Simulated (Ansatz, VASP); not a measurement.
## TiSi: VASP beside Ansatz

File POSCAR:

```
TiSi
1.0
    1.8161780000     -2.1176240000      0.0000000000
    1.8161780000      2.1176240000      0.0000000000
    0.0000000000      0.0000000000      3.8039340000
Ti Si
1 1
Direct
    0.5000000000      0.5000000000      0.0000000000
    0.0000000000      0.0000000000      0.5000000000
```

INCAR.step1

```
SYSTEM = TiSi
ALGO     = Normal         ! electronic algorithm
EDIFF    = 1E-4           ! SCF threshold, eV
ENCUT    = 520            ! plane-wave cutoff, eV
GGA      = PE             ! functional
ISMEAR   = 0              ! smearing method
LASPH    = .True.         ! aspherical terms in the spheres
LCHARG   = .False.        ! write CHGCAR
LREAL    = .False.        ! projectors in reciprocal space
LWAVE    = .True.         ! write WAVECAR
NBANDS   = 15             ! bands
NELM     = 80             ! most SCF steps
PREC     = Accurate       ! precision mode
SIGMA    = 0.1            ! smearing width, eV
```

INCAR.step2

```
SYSTEM = TiSi
ALGO     = Normal         ! electronic algorithm
EDIFF    = 1E-7           ! SCF threshold, eV
ENCUT    = 520            ! plane-wave cutoff, eV
ISIF     = 2              ! what is computed and relaxed
ISMEAR   = 0              ! smearing method
ISTART   = 1            
LASPH    = .True.         ! aspherical terms in the spheres
LCHARG   = .False.        ! write CHGCAR
LMIXTAU  = .True.       
LREAL    = .False.        ! projectors in reciprocal space
LWAVE    = .False.        ! write WAVECAR
METAGGA  = R2SCAN         ! meta-GGA
NBANDS   = 15             ! bands
NELM     = 80             ! most SCF steps
PREC     = Accurate       ! precision mode
SIGMA    = 0.1            ! smearing width, eV
```

KPOINTS

```
k-points
0
Gamma
  4 4 4
  0 0 0
```

Input for Ansatz:

```yaml
crystal:
  lattice:
    - [1.816178, -2.117624, 0.0]
    - [1.816178, 2.117624, 0.0]
    - [0.0, 0.0, 3.803934]
  atoms:
    - { symbol: Ti, position: [0.5, 0.5, 0.0] }
    - { symbol: Si, position: [0.0, 0.0, 0.5] }
basis:
  ecutwfc: 500
kpoints:
  mp_grid: { grid: [4, 4, 4] }
hamiltonian:
  xc: r2scan
scf:
  occupations: { method: gaussian, width: 0.1 }
output:
  forces: true
  stress: true
  eigenvalues: true
```

Alike in both runs: task single point; functional r2SCAN; k mesh 4 × 4 × 4; occupations gaussian, width 0.1 eV; no spin polarisation.

```csv
,VASP,Ansatz
version,VASP 6.6.1,Ansatz 0.2.0
potentials or method,"VASP PAW PBE potentials, release 64 (Ti_sv, Si), cutoff 520 eV","scalar-relativistic, plane waves, PAW"
valence electrons in the cell,16,16
```

Ansatz gave:

| Item | Value |
| --- | --- |
| gap on the k mesh at the Fermi level (eV) | none |
| pressure (GPa) | -2.3 |
| traceless stress, the component that is largest in VASP (GPa) | -1.93 |

Task: What did VASP give for the same quantities?

Result: gap on the k mesh at the Fermi level (eV): none; pressure (GPa): -1.9; traceless stress, the component that is largest in VASP (GPa): -1.97.

VASP's potentials were made for PBE, not for r2SCAN. A gap of «none» marks a metal or a gap that the smearing closes. The functional is the same, so the differences come from potentials, cutoffs and numerics.

The k mesh is coarse, so the values compare programs but aren't converged.
